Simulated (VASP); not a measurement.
# NbTe (P-6m2) in VASP: further runs

NbTe is run at these levels: PBE, LDA, RPBE; tasks: relaxation of cell and atoms, single point.

All numbers are computed with VASP 6.6.1; they aren't measurements. Logs are shortened: lines on timing, memory, paths and dates and some standing lists are left out, and cuts for length are marked.

## (1) The cell of the first run

It takes space group P-6m2 (No. 187, hexagonal). The conventional cell has a = 3.703 Å, b = 3.703 Å, c = 3.694 Å, α = 90.00°, β = 90.00°, γ = 120.00°. Te (site symmetry -6m2) has 6 Nb at 2.83 Å and 8 Te at 3.69 to 3.70 Å within 3.8 Å. Within 3.8 Å of Nb (site symmetry -6m2) lie 6 Te at 2.83 Å and 8 Nb at 3.69 to 3.70 Å.

## (2) Relaxation of cell and atoms, PBE

File INCAR:

```
SYSTEM = NbTe
PREC = Accurate ; ENCUT = 600
EDIFF = 1E-6 ; ISMEAR = -1
SIGMA = 0.05 ; LREAL = .False.
LASPH = .True. ; NELM = 60
ALGO = Normal ; ISIF = 3
LWAVE = .False. ; LCHARG = .False.
GGA = PE ; IBRION = 2
NSW = 60 ; EDIFFG = -0.01
```

File KPOINTS:

```
Automatic mesh
0
Gamma
  8 8 7
  0 0 0
```

File POSCAR:

```
NbTe
1.0
    3.7029743866      0.0000000000      0.0000000000
   -1.8514871933      3.2068698884      0.0000000000
    0.0000000000      0.0000000000      3.6942110000
Te Nb
1 1
Direct
    0.6666666667      0.3333333333      0.0000000000
    0.0000000000      0.0000000000      0.5000000000
```

Potentials or basis: VASP PAW PBE potentials, release 64 (Te, Nb_sv).

The run is started by

```console
cat potpaw_PBE.64/Te/POTCAR potpaw_PBE.64/Nb_sv/POTCAR > POTCAR
mpirun -np 1 vasp_std > vasp.out
```

OUTCAR:

```text
SYSTEM = NbTe
   PREC = Accurate
   ENCUT = 600
   EDIFF = 1E-6
   ISMEAR = -1
   LREAL = .False.
   LASPH = .True.
   NELM = 60
   ISIF = 3
   GGA = PE
   IBRION = 2
   NSW = 60
   EDIFFG = -0.01

 ion  position               nearest neighbor table
   1  0.667  0.333  0.000-   2 2.83   2 2.83   2 2.83   2 2.83   2 2.83   2 2.83
   2  0.000  0.000  0.500-   1 2.83   1 2.83   1 2.83   1 2.83   1 2.83   1 2.83

  LATTYP: Found a hexagonal cell.
 ALAT       =     3.7029743866
 C/A-ratio  =     0.9976334196

  Lattice vectors:

 A1 = (   3.7029743866,   0.0000000000,   0.0000000000)
 A2 = (  -1.8514871933,   3.2068698884,   0.0000000000)
 A3 = (   0.0000000000,   0.0000000000,   3.6942110000)

Analysis of symmetry for initial positions (statically):
=====================================================================
 Subroutine PRICEL returns:
 Original cell was already a primitive cell.

 Routine SETGRP: Setting up the symmetry group for a
 hexagonal supercell.

 Subroutine GETGRP returns: Found 12 space group operations
 (whereof 12 operations were pure point group operations)
 out of a pool of 24 trial point group operations.

The static configuration has the point symmetry D_3h.

Analysis of symmetry for dynamics (positions and initial velocities):
=====================================================================
 Subroutine PRICEL returns:
 Original cell was already a primitive cell.

 Routine SETGRP: Setting up the symmetry group for a
 hexagonal supercell.

 Subroutine GETGRP returns: Found 12 space group operations
 (whereof 12 operations were pure point group operations)
 out of a pool of 24 trial point group operations.

The dynamic configuration has the point symmetry D_3h.

 Subroutine INISYM returns: Found 12 space group operations
 (whereof 12 operations are pure point group operations),
 and found     1 'primitive' translations

----------------------------------------------------------------------------------------

                                     Primitive cell

  volume of cell :      43.8686

  direct lattice vectors                    reciprocal lattice vectors
     3.702974387  0.000000000  0.000000000     0.270053178  0.155915275  0.000000000
    -1.851487193  3.206869888  0.000000000     0.000000000  0.311830550  0.000000000
     0.000000000  0.000000000  3.694211000     0.000000000  0.000000000  0.270693796

  length of vectors
     3.702974387  3.702974387  3.694211000     0.311830550  0.311830550  0.270693796
[... 103 lines left out ...]
  Fermi-wavevector in a.u.,A,eV,Ry     =   1.238630  2.340671 20.874103  1.534203
  Thomas-Fermi vector in A             =   2.373147
   LORBIT       =      0    0 simple, 1 ext, 2 COOP (PROOUT), +10 PAW based schemes
   GGA     = PE    functional components
   LHFCALC =     F    Hartree Fock is set to
   AEXX    =    0.0000 exact exchange contribution
   IVDW    =     0    specifies the selected vdW correction
   LEPSILON=     F    determine dielectric tensor
   LRPA    =     F    only Hartree local field effects (RPA)
 conjugate gradient relaxation of ions
 non-spin polarized calculation
  energy-cutoff  :      600.00
  volume of cell :       43.87
 maximum number of plane-waves:      1509
 NGX is ok and might be reduce to    30
   NGX = 15   NGY = 15   NGZ = 15

--------------------------------------- Ionic step        1  -------------------------------------------

 number of electron      19.0000000 magnetization

 Free energy of the ion-electron system (eV)
  ---------------------------------------------------
  ext. energy  EPLUGINS =         0.00000000
  ---------------------------------------------------
  free energy    TOTEN  =       -13.64020913 eV

  energy without entropy =      -13.62880646  energy(sigma->0) =      -13.63450780

------------------------ aborting loop because EDIFF is reached ----------------------------------------

  FORCE on cell =-STRESS in cart. coord.  units (eV):
  Direction    XX          YY          ZZ          XY          YZ          ZX
  --------------------------------------------------------------------------------------
  -------------------------------------------------------------------------------------
  Total       -0.2856171     -0.2856171     -0.1174403      0.0000000      0.0000000      0.0000000
  in kB      -10.4313618    -10.4313618     -4.2891776      0.0000000      0.0000000      0.0000000
  external PRESSURE =      -8.3839671 kB  Pullay stress =       0.0000000 kB
[... 131 lines left out ...]
--------------------------------------- Ionic step        5  -------------------------------------------

 number of electron      19.0000001 magnetization

 Free energy of the ion-electron system (eV)
  ---------------------------------------------------
  ext. energy  EPLUGINS =         0.00000000
  ---------------------------------------------------
  free energy    TOTEN  =       -13.64165989 eV

  energy without entropy =      -13.63083515  energy(sigma->0) =      -13.63624752

 E-fermi :  11.1611     XC(G=0): -11.3210

 val. band max:       11.1529937160   @ k =   0.1250  -0.0000   0.2857
 cond. band min:      11.2191986146   @ k =   0.2500   0.1250   0.2857
 fundamental gap:      0.0662048986
 Fermi energy:        11.1611191765

 k-point     1 :       0.0000    0.0000    0.0000
  band No.  band energies     occupation
      1     -44.4269      2.00000
      2     -20.6287      2.00000
      3     -20.4264      2.00000
      4     -20.4264      2.00000
      5      -3.1435      2.00000
      6       8.0380      2.00000
      7       8.0380      2.00000
      8       8.1177      2.00000
      9       8.7393      2.00000
     10      11.2820      0.16380
     11      11.2820      0.16380
     12      13.6281      0.00000
     13      13.6281      0.00000
[... 354 lines left out ...]
  band No.  band energies     occupation
      1     -44.4158      2.00000
      2     -20.6690      2.00000
      3     -20.5346      2.00000
      4     -20.4466      2.00000
      5      -1.4451      2.00000
      6       4.8792      2.00000
      7       6.0711      2.00000
      8       7.5148      2.00000
      9       9.4208      2.00000
     10      11.6547      0.00010
     11      11.7014      0.00004
     12      13.2720      0.00000
     13      13.9410      0.00000

 [... further k-points ...]

------------------------ aborting loop because EDIFF is reached ----------------------------------------

  FORCE on cell =-STRESS in cart. coord.  units (eV):
  Direction    XX          YY          ZZ          XY          YZ          ZX
  --------------------------------------------------------------------------------------
  -------------------------------------------------------------------------------------
  Total       -0.0005832     -0.0005832      0.0100405      0.0000000      0.0000000      0.0000000
  in kB       -0.0214860     -0.0214860      0.3698778      0.0000000      0.0000000      0.0000000
  external PRESSURE =       0.1089686 kB  Pullay stress =       0.0000000 kB
[... 17 lines left out ...]
  FREE ENERGIE OF THE ION-ELECTRON SYSTEM (eV)
  ---------------------------------------------------
  free  energy   TOTEN  =       -13.6416598915 eV

  energy  without entropy=      -13.6308351525  energy(sigma->0) =      -13.63624752

 reached required accuracy - stopping structural energy minimisation
```

OSZICAR:

```text
N       E                     dE             d eps       ncg     rms          rms(c)
DAV:   1     0.166024874836E+03    0.16602E+03   -0.10430E+04  1040   0.149E+03
DAV:   2    -0.802127211330E+00   -0.16683E+03   -0.16360E+03  1240   0.467E+02
[... 38 lines left out ...]
   4 F= -.13641633E+02 E0= -.13636179E+02  d E =-.353297E-03
       N       E                     dE             d eps       ncg     rms          rms(c)
DAV:   1    -0.136417924488E+02   -0.15890E-03   -0.91099E-03  1080   0.108E+00    0.734E-02
DAV:   2    -0.136416950841E+02    0.97365E-04   -0.46605E-04  1310   0.210E-01    0.364E-02
DAV:   3    -0.136416598901E+02    0.35194E-04   -0.12412E-04  1519   0.990E-02    0.621E-03
DAV:   4    -0.136416598915E+02   -0.14315E-08   -0.66011E-06  1305   0.249E-02
   5 F= -.13641660E+02 E0= -.13636248E+02  d E =-.380181E-03
```

It took 2.3 min on 1 thread of Intel Xeon 8259CL, shared host; peak memory 0.2 GiB.

Results:

```yaml
Free_energy: -13.6417 eV
Relaxed_volume: 21.75 Å³/atom
Relaxed_cell: a = 3.682 Å, b = 3.682 Å, c = 3.704 Å, α = 90.00°, β = 90.00°, γ = 120.00°
Space_group_after_relaxing_to_0.1_Å: P-6m2 (No. 187)
Energy_gained_by_relaxing: 0.7 meV/atom
Ionic_steps: 5
Pressure_after_relaxing: 0.0 GPa
Band_gap_on_the_k_mesh: zero (an odd number of electrons rules out a gap without spin polarisation)
```

The path:
```
step  energy change (eV)  largest force (eV/Å)  pressure (GPa)  volume (Å³)
   1              0.0000                0.0000           -0.84        43.87
   2              0.0000                0.0000            1.11        43.14
   3             -0.0011                0.0000            0.13        43.51
   4             -0.0014                0.0000            0.04        43.50
   5             -0.0015                0.0000            0.01        43.49
```

Final structure:
```
Te Nb
1.0
     3.68225    0.00000    0.00000
    -1.84112    3.18892    0.00000
     0.00000    0.00000    3.70383
Te Nb
1 1
Direct
  0.66667 0.33333 0.00000
  0.00000 0.00000 0.50000
```

Levels at points of the mesh, in eV from the Fermi level:
```tsv
k point	band 6	band 7	band 8	band 9	band 10	band 11	band 12	band 13
(0.00, 0.00, 0.00)	-3.12	-3.12	-3.04	-2.42	0.12	0.12	2.47	2.47
(0.50, 0.00, 0.00)	-7.25	-3.91	-2.67	-2.57	-0.22	1.27	1.55	3.01
```

Caveat: spin-orbit coupling is left out, which moves the levels of the heavy elements.

## (3) Relaxation of cell and atoms, LDA

File INCAR:

```
  PREC = Accurate
  ENCUT = 600
  EDIFF = 1E-6
  ISMEAR = -1
  SIGMA = 0.05
  LREAL = F
  LASPH = T
  NELM = 80
  ALGO = Normal
  ISIF = 3
  LWAVE = F
  LCHARG = F
  IBRION = 2
  NSW = 60
  EDIFFG = -0.01
```

File KPOINTS:

```
regular mesh
0
Gamma
  8 8 7
```

POSCAR is that of step 2.

Potentials or basis: VASP PAW LDA potentials, release 64 (Te, Nb_sv).

The run is started by

```console
cat potpaw_LDA.64/Te/POTCAR potpaw_LDA.64/Nb_sv/POTCAR > POTCAR
mpirun -np 1 vasp_std > vasp.out
```

Wall time 4.6 min (1 thread of Intel Xeon 8259CL, shared host); peak memory 0.18 GiB.

Results (log left out):

```
Free energy                           : -15.5271 eV
Relaxed volume                        : 20.60 Å³/atom
Relaxed cell                          : a = 3.611 Å, b = 3.611 Å, c = 3.649 Å, α = 90.00°, β = 90.00°, γ = 120.00°
Space group after relaxing (to 0.1 Å) : P-6m2 (No. 187)
Energy gained by relaxing             : 32.8 meV/atom
Ionic steps                           : 12
Pressure after relaxing               : 0.0 GPa
Band gap on the k mesh                : zero (an odd number of electrons rules out a gap without spin polarisation)
```

The path:
| step | energy change (eV) | largest force (eV/Å) | pressure (GPa) | volume (Å³) |
| --- | --- | --- | --- | --- |
| 1 | 0.0000 | 0.0000 | -7.50 | 43.87 |
| 2 | 0.1091 | 0.0000 | 16.33 | 37.67 |
| 3 | -0.0634 | 0.0000 | -0.27 | 41.38 |
| 4 | -0.0634 | 0.0000 | -0.08 | 41.32 |
| 5 | -0.0634 | 0.0000 | 0.10 | 41.27 |
| 6 | -0.0652 | 0.0000 | 0.17 | 41.19 |
| 7 | -0.0655 | 0.0000 | 0.19 | 41.15 |
| 8 | -0.0655 | 0.0000 | 0.17 | 41.14 |
| 9 | -0.0655 | 0.0000 | 0.18 | 41.13 |
| 10 | -0.0655 | 0.0000 | 0.20 | 41.14 |
| 11 | -0.0654 | 0.0000 | -0.33 | 41.29 |
| 12 | -0.0655 | 0.0000 | 0.00 | 41.19 |

Final structure:
```cif
data_structure
_symmetry_space_group_name_H-M 'P 1'
_symmetry_Int_Tables_number 1
_cell_length_a 3.6106
_cell_length_b 3.6106
_cell_length_c 3.6486
_cell_angle_alpha 90.000
_cell_angle_beta 90.000
_cell_angle_gamma 120.000
_cell_volume 41.19
loop_
_atom_site_label
_atom_site_type_symbol
_atom_site_fract_x
_atom_site_fract_y
_atom_site_fract_z
_atom_site_occupancy
Te1 Te 0.66667 0.33333 0.00000 1
Nb1 Nb 0.00000 0.00000 0.50000 1
```

Levels at points of the mesh, in eV from the Fermi level:
```
           k point  band 6  band 7  band 8  band 9  band 10  band 11  band 12  band 13
(0.00, 0.00, 0.00)   -3.30   -3.24   -3.24   -2.45     0.12     0.12     2.68     2.68
(0.50, 0.00, 0.00)   -7.55   -4.11   -2.89   -2.56    -0.23     1.36     1.70     3.20
```

Caveat: spin-orbit coupling is left out, which moves the levels of the heavy elements.

## (4) Relaxation of cell and atoms, RPBE

File INCAR:

```
  PREC = Accurate
  ENCUT = 600
  EDIFF = 1E-7
  ISMEAR = -1
  SIGMA = 0.05
  LREAL = False
  LASPH = True
  NELM = 60
  ALGO = Normal
  ISIF = 3
  LWAVE = False
  LCHARG = False
  GGA = RP
  IBRION = 2
  NSW = 60
  EDIFFG = -0.01
```

KPOINTS is that of step 3.

POSCAR is that of step 3.

Potentials or basis: VASP PAW PBE potentials, release 64 (Te, Nb_sv).

The run is started by

```console
cat potpaw_PBE.64/Te/POTCAR potpaw_PBE.64/Nb_sv/POTCAR > POTCAR
mpirun -np 1 vasp_std > vasp.out
```

Run time: 2.7 min. Hardware: 1 thread of Intel Xeon 8259CL, shared host; peak memory 0.2 GiB.

It converged, with:

```yaml
Free_energy: -12.7087 eV
Relaxed_volume: 22.14 Å³/atom
Relaxed_cell: a = 3.707 Å, b = 3.707 Å, c = 3.720 Å, α = 90.00°, β = 90.00°, γ = 120.00°
Space_group_after_relaxing_to_0.1_Å: P-6m2 (No. 187)
Energy_gained_by_relaxing: 1.0 meV/atom
Ionic_steps: 6
Pressure_after_relaxing: 0.0 GPa
Band_gap_on_the_k_mesh: zero (an odd number of electrons rules out a gap without spin polarisation)
```

The path:
```tsv
step	energy change (eV)	largest force (eV/Å)	pressure (GPa)	volume (Å³)
1	0.0000	0.0000	1.19	43.87
2	0.0014	0.0000	-1.61	44.91
3	-0.0019	0.0000	-0.04	44.32
4	-0.0019	0.0000	-0.07	44.32
5	-0.0020	0.0000	-0.04	44.30
6	-0.0020	0.0000	-0.02	44.28
```

Final structure:
```
Te Nb
1.0
     3.70701    0.00000    0.00000
    -1.85351    3.21037    0.00000
     0.00000    0.00000    3.72046
Te Nb
1 1
Direct
  0.66667 0.33333 0.00000
  0.00000 0.00000 0.50000
```

Levels at points of the mesh, in eV from the Fermi level:
```
           k point  band 7  band 8  band 9  band 10  band 11  band 12  band 13
(0.00, 0.00, 0.00)   -3.09   -2.96   -2.40     0.12     0.12     2.40     2.40
(0.50, 0.00, 0.00)   -3.84   -2.59   -2.57    -0.21     1.23     1.50     2.95
```

Caveat: the PAW data sets were made with another functional, which shifts forces and pressure a little; spin-orbit coupling is left out, which moves the levels of the heavy elements.

## (5) Single point, PBE, non-collinear spin, zero start, spin-orbit coupling

File INCAR:

```
SYSTEM = NbTe
PREC = Accurate ; ENCUT = 520
EDIFF = 1E-6 ; ISMEAR = -1
SIGMA = 0.05 ; LREAL = .FALSE.
LASPH = .TRUE. ; NELM = 150
ALGO = Normal ; ISIF = 2
LWAVE = .FALSE. ; LCHARG = .FALSE.
MAGMOM = 0 0 0 0 0 0 ; LORBIT = 11
LSORBIT = .TRUE. ; GGA_COMPAT = .FALSE.
LORBMOM = .TRUE. ; LMAXMIX = 4
GGA = PE ; NBANDS = 31
```

File KPOINTS:

```
Automatic mesh
0
G
  6 6 5
  0 0 0
```

POSCAR is that of step 4.

The run is started by

```console
cat potpaw_PBE.64/Te/POTCAR potpaw_PBE.64/Nb_sv/POTCAR > POTCAR
mpirun -np 1 vasp_ncl > vasp.out
```

Run time: 2.1 min. Hardware: 1 thread of Intel Xeon 8259CL, shared host; peak memory 0.28 GiB.

Results (log left out):

* Free energy: -13.8101 eV
* Pressure: -0.7 GPa
* Net moment: 0.00 μB per cell
* Valence electrons inside the program's atomic spheres: Te 3.49; Nb 10.67

Stress tensor (GPa, compression positive):
```
-0.85  0.00  0.00
 0.00 -0.85  0.00
 0.00  0.00 -0.36
```

Moments on the atoms (μB; x, y, z):
```
Te  0.00 0.00 0.00
Nb  0.00 0.00 0.00
```

## (6) Single point, LDA, non-collinear spin, zero start, spin-orbit coupling

File INCAR:

```
ALGO = Normal
EDIFF = 1E-6
ENCUT = 520
GGA = CA
GGA_COMPAT = False
ISIF = 2
ISMEAR = -1
LASPH = True
LCHARG = False
LMAXMIX = 4
LORBIT = 11
LORBMOM = True
LREAL = False
LSORBIT = True
LWAVE = False
MAGMOM = 0 0 0 0 0 0
NBANDS = 31
NELM = 150
PREC = Accurate
SIGMA = 0.05
```

File KPOINTS:

```
k-points
0
Gamma
  6 6 5
```

POSCAR is that of step 5.

Potentials or basis: VASP PAW LDA potentials, release 64 (Te, Nb_sv).

The run is started by

```console
cat potpaw_LDA.64/Te/POTCAR potpaw_LDA.64/Nb_sv/POTCAR > POTCAR
mpirun -np 1 vasp_ncl > vasp.out
```

Run time: 2 min. Hardware: 1 thread of Intel Xeon 8259CL, shared host; peak memory 0.24 GiB.

Results (log left out):

```yaml
Free_energy: -15.6392 eV
Pressure: -7.4 GPa
Net_moment: 0.00 μB per cell
Valence_electrons_inside_the_program's_atomic_spheres: Te 3.51; Nb 10.68
```

Stress tensor (GPa, compression positive):
```
-7.03  0.00  0.00
 0.00 -7.03  0.00
 0.00  0.00 -8.02
```

Moments on the atoms (μB; x, y, z):
```
Te  0.00 0.00 0.00
Nb  0.00 0.00 0.00
```

Caveat: the cell stands under tension.

## (7) Overview

| task | level | potentials or basis | spin | cell | k mesh | cutoff (eV) | gap on the mesh (eV) | pressure (GPa) | moment (μB) | relaxed volume (Å³/atom) |
| --- | --- | --- | --- | --- | --- | --- | --- | --- | --- | --- |
| relaxation of cell and atoms | PBE | VASP PAW PBE potentials, release 64 (Te, Nb_sv) | off | relaxed | 8 × 8 × 7 | 600 | none | 0.0 | - | 21.75 |
| relaxation of cell and atoms | LDA | VASP PAW LDA potentials, release 64 (Te, Nb_sv) | off | relaxed | 8 × 8 × 7 | 600 | none | 0.0 | - | 20.60 |
| relaxation of cell and atoms | RPBE | VASP PAW PBE potentials, release 64 (Te, Nb_sv) | off | relaxed | 8 × 8 × 7 | 600 | none | 0.0 | - | 22.14 |
| single point | PBE | VASP PAW PBE potentials, release 64 (Te, Nb_sv) | non-collinear, zero start, SOC | as given | 6 × 6 × 5 | 520 | - | -0.7 | 0.00 | - |
| single point | LDA | VASP PAW LDA potentials, release 64 (Te, Nb_sv) | non-collinear, zero start, SOC | as given | 6 × 6 × 5 | 520 | - | -7.4 | 0.00 | - |

Alike in all rows: smearing fermi-dirac 0.05 eV.

Caveats: spin-orbit coupling is left out, which moves the levels of the heavy elements (at least some runs); the PAW data sets were made with another functional, which shifts forces and pressure a little (at least some runs); the cell stands under tension (at least some runs).

Absolute energies hang on the potentials; compare differences alone.
